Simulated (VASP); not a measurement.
**SrSc2: single point with PBE**

The system is SrSc2.

```xyz
3
Lattice="5.7892 0.0000 0.0000 -2.8946 5.0136 0.0000 0.0000 0.0000 3.5488" Properties=species:S:1:pos:R:3 pbc="T T T"
Sr    0.0000    0.0000    0.0000
Sc    0.0000    3.3424    1.7744
Sc    2.8946    1.6712    1.7744
```

```json
{
 "Program": "VASP 6.6.1",
 "Task": "single point",
 "Functional": "PBE",
 "Potentials or basis": "VASP PAW PBE potentials, release 64 (Sr_sv, Sc_sv)",
 "Cutoff": "520 eV",
 "k mesh": "3 × 3 × 6",
 "Occupations": "gaussian, width 0.1 eV",
 "Spin": "collinear spin, ferromagnetic start",
 "Starting moments": "[0.0, 1.0, 1.0] μB"
}
```

```
Pressure                                              : -2.1 GPa
Net moment                                            : 0.99 μB per cell
Site moments                                          : Sr +0.04; Sc +0.24 μB
Valence electrons inside the program's atomic spheres : Sr 8.01; Sc 9.24
```

Levels at points of the mesh, in eV from the Fermi level:
Spin up:
```csv
k point,band 14,band 15,band 16,band 17,band 18,band 19
"(0.00, 0.00, 0.00)",-0.43,-0.33,-0.33,0.00,0.00,0.18
"(0.00, 0.00, 0.50)",-1.17,-0.50,-0.50,-0.38,-0.38,0.87
```
Spin down:
| k point | band 12 | band 13 | band 14 | band 15 | band 16 | band 17 | band 18 | band 19 |
| --- | --- | --- | --- | --- | --- | --- | --- | --- |
| (0.00, 0.00, 0.00) | -17.23 | -4.25 | -0.35 | 0.03 | 0.03 | 0.12 | 0.33 | 0.33 |
| (0.00, 0.00, 0.50) | -17.32 | -1.40 | -1.12 | -0.37 | -0.37 | -0.06 | -0.06 | 1.30 |

Run time: 100 s on 1 thread of Intel(R) Xeon(R) Platinum 8488C (Sapphire Rapids), with other jobs on the host, peak memory 0.3 GiB.

Caveat: the k points lie up to 0.42 Å⁻¹ apart.
